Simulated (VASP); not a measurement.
Set up this calculation in VASP 6.6.1, as the native input.

```
Task                   : single point
Functional             : r2SCAN
Potentials or basis    : VASP PAW PBE potentials, release 64 (Ni)
Cutoff                 : 520 eV
k mesh                 : 6 × 6 × 8
Occupations            : gaussian, width 0.1 eV
Spin                   : collinear spin, ferromagnetic start
Starting moments       : [2.0, 2.0, 2.0] μB
Dipole correction      : no
Further INCAR settings : ALGO = Normal; EDIFF = 1e-06; NBANDS = 26
```

The system is Ni.

```
CELL_PARAMETERS angstrom
4.11297 0.00000 0.00000
-2.05648 3.56194 0.00000
0.00000 0.00000 2.52143
ATOMIC_POSITIONS crystal
Ni 0.00000 0.00000 0.00000
Ni 0.33333 0.66667 0.50000
Ni 0.66667 0.33333 0.50000
```

This isn't the form of Ni at room conditions, which is fcc.

These files were run (other wordings do the same):

POSCAR

```
Ni
1.0
    4.1129699552      0.0000000000      0.0000000000
   -2.0564849776      3.5619364662      0.0000000000
    0.0000000000      0.0000000000      2.5214294073
Ni
3
Direct
    0.0000000000      0.0000000000      0.0000000000
    0.3333333333      0.6666666667      0.5000000000
    0.6666666667      0.3333333333      0.5000000000
```

INCAR.step1

```
SYSTEM = Ni
PREC = Accurate ; ENCUT = 520
ISMEAR = 0 ; SIGMA = 0.1
LREAL = .False. ; LASPH = .True.
NELM = 150 ; ISPIN = 2
MAGMOM = 2 2 2 ; LMAXMIX = 4
NBANDS = 26 ; GGA = PE
ALGO = Normal ; EDIFF = 1E-4
LWAVE = .True. ; LCHARG = .False.
```

INCAR.step2

```
SYSTEM = Ni
PREC = Accurate ; ENCUT = 520
EDIFF = 1E-6 ; ISMEAR = 0
SIGMA = 0.1 ; LREAL = .False.
LASPH = .True. ; NELM = 150
ALGO = Normal ; ISIF = 2
LWAVE = .False. ; LCHARG = .False.
ISPIN = 2 ; MAGMOM = 2 2 2
LORBIT = 11 ; LMAXMIX = 4
METAGGA = R2SCAN ; LMIXTAU = .True.
NBANDS = 26 ; ISTART = 1
```

KPOINTS

```
Automatic mesh
0
Gamma
  6 6 8
  0 0 0
```

Potentials or basis: VASP PAW PBE potentials, release 64 (Ni).

Launch:

```console
$ cat potpaw_PBE.64/Ni/POTCAR > POTCAR
$ cp INCAR.step1 INCAR
$ mpirun -np 1 vasp_std > vasp.out
$ cp INCAR.step2 INCAR
$ mpirun -np 1 vasp_std > vasp.out
```

Results of the run:

* Pressure: -20.3 GPa
* Net moment: 2.21 μB per cell
* Site moments: Ni +0.79, +0.77 (each value once) μB
* Valence electrons inside the program's atomic spheres: Ni 9.11, 9.20 (each value once)

Caveat: the cell stands under tension; the PAW data sets were made with another functional, which shifts forces and pressure a little.

Run time: 2.7 min on 1 thread of Intel(R) Xeon(R) Platinum 8375C CPU @ 2.90GHz (Ice Lake), on a shared host, peak memory 0.2 GiB.
